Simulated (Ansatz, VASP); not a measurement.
Ga8H: VASP beside Ansatz

```
Ga H
1.0
    -3.00448    3.00448    4.35185
     3.00448   -3.00448    4.35185
     3.00448    3.00448   -4.35185
Ga H
8 1
Direct
  0.99622 0.99622 0.00000
  0.99777 0.99777 0.49553
  0.99777 0.50223 0.00000
  0.00000 0.50000 0.50000
  0.50223 0.99777 0.00000
  0.50000 0.00000 0.50000
  0.50378 0.50378 0.00000
  0.50223 0.50223 0.50447
  0.25000 0.25000 0.00000
```

Alike in both runs: functional PBE; k mesh 8 × 8 × 8; occupations gaussian, width 0.1 eV; no spin polarisation.

Ansatz relaxed the structure, and its values are those at the end. VASP's run is a single point on that final structure, the one shown.

|  | VASP | Ansatz |
| --- | --- | --- |
| version | VASP 6.6.1 | Ansatz 0.2.0 |
| potentials or method | VASP PAW PBE potentials, release 64 (Ga_d, H), cutoff 520 eV | scalar-relativistic, plane waves, PAW |
| valence electrons in the cell | 105 | 105 |

```csv
,VASP,Ansatz,Ansatz less VASP
gap on the k mesh at the Fermi level (eV),none,none,-
pressure (GPa),0.1,0.0,-0.06
```

A gap of «none» marks a metal or a gap that the smearing closes. The functional is the same, so the differences come from potentials, cutoffs and numerics.
